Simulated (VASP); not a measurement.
**CdSe (Cadmoselite): single point with PBE**

Crystal: CdSe (Cadmoselite).

```
Cd Se
1.0
     4.30000    0.00000    0.00000
    -2.15000    3.72391    0.00000
     0.00000    0.00000    7.02000
Cd Se
2 2
Direct
  0.66667 0.33333 0.50000
  0.33333 0.66667 0.00000
  0.66667 0.33333 0.88500
  0.33333 0.66667 0.38500
```

```
Program             : VASP 6.6.1
Task                : single point
Functional          : PBE
Potentials or basis : VASP PAW PBE potentials, release 64 (Cd, Se)
Cutoff              : 520 eV
k mesh              : 7 × 7 × 4
Occupations         : gaussian, width 0.025 eV
Spin                : no spin polarisation
```

- Pressure: 3.3 GPa
- Largest force: 0.291 eV/Å
- Band gap on the k mesh: 0.70 eV, direct

Forces on the atoms (eV/Å):
```
Cd   0.000  0.000  0.291
Cd   0.000  0.000  0.291
Se   0.000  0.000 -0.291
Se   0.000  0.000 -0.291
```

Stress tensor (GPa, compression positive):
```
4.04 0.00 0.00
0.00 4.04 0.00
0.00 0.00 1.94
```

Levels at points of the mesh, in eV from the valence-band top:
```
           k point  band 16  band 17  band 18  band 19  band 20  band 21
(0.00, 0.00, 0.00)    -0.01     0.00     0.00     0.70     2.12     5.88
(0.00, 0.00, 0.50)    -0.37    -0.37    -0.37     2.34     2.34     5.83
```

It used 110 s of CPU time on 1 thread of AMD EPYC 7R13 Processor (Zen 3), on a shared host.
